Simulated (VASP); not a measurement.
BaTiO3:

```
Ba Ti O
1.0
     4.00730    0.00000    0.00000
     0.00000    4.00730    0.00000
     0.00000    0.00000    4.00730
Ba Ti O
1 1 3
Cartesian
  2.0036 2.0036 2.0036
  0.0000 0.0000 0.0000
  2.0036 0.0000 0.0000
  0.0000 2.0036 0.0000
  0.0000 0.0000 2.0036
```

* Program: VASP 6.6.1
* Task: relaxation of cell and atoms
* Functional: PBE
* Potentials or basis: VASP PAW PBE potentials, release 64 (Ba_sv, Ti_sv, O)
* Cutoff: 600 eV
* k mesh: 8 × 8 × 8
* Occupations: gaussian, width 0.02 eV
* Spin: no spin polarisation

At the start: pressure 3.1 GPa; volume 12.87 Å³/atom.

Task: Where does the relaxation end?

Result: Over 3 steps the energy falls by 2.3 meV/atom and the volume is 13.11 Å³/atom (+1.9 %); space group Pm-3m (No. 221, to 0.05 Å).

The path:
| step | energy change (eV) | largest force (eV/Å) | pressure (GPa) | volume (Å³) |
| --- | --- | --- | --- | --- |
| 1 | 0.0000 | 0.0000 | 3.09 | 64.35 |
| 2 | -0.0016 | 0.0000 | -2.68 | 66.69 |
| 3 | -0.0113 | 0.0000 | 0.00 | 65.55 |

Final structure:
```yaml
crystal:
  lattice:
    - [4.03195, 0.00000, 0.00000]
    - [0.00000, 4.03195, 0.00000]
    - [0.00000, 0.00000, 4.03195]
  atoms:
    - { symbol: Ba, position: [0.50000, 0.50000, 0.50000] }
    - { symbol: Ti, position: [0.00000, 0.00000, 0.00000] }
    - { symbol: O, position: [0.50000, 0.00000, 0.00000] }
    - { symbol: O, position: [0.00000, 0.50000, 0.00000] }
    - { symbol: O, position: [0.00000, 0.00000, 0.50000] }
```
